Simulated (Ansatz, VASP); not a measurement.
**Two plane-wave programs on CdSe**

```
Cd Se
1.0
     0.00000    3.07027    3.07027
     3.07027    0.00000    3.07027
     3.07027    3.07027    0.00000
Cd Se
1 1
Direct
  0.00000 0.00000 0.00000
  0.75814 0.74186 0.75814
```

Alike in both runs: task single point; functional PBE; k mesh 6 × 6 × 6; no spin polarisation.

|  | VASP | Ansatz |
| --- | --- | --- |
| version | VASP 6.6.1 | Ansatz 0.2.0 |
| potentials or method | VASP PAW PBE potentials, release 64 (Cd, Se), cutoff 520 eV | plane waves, PAW |
| occupations | gaussian, width 0.01 eV | fixed |
| valence electrons in the cell | 18 | 36 |

|  | VASP | Ansatz | Ansatz less VASP |
| --- | --- | --- | --- |
| rms of the force components (eV/Å) | 0.133 | 0.129 | -0.0038 |

Atom by atom the forces differ by 0.004 eV/Å (rms over components). VASP's potentials hold 18 valence electrons a cell and Ansatz's 36, so a difference there can come from the potentials and not from the codes.
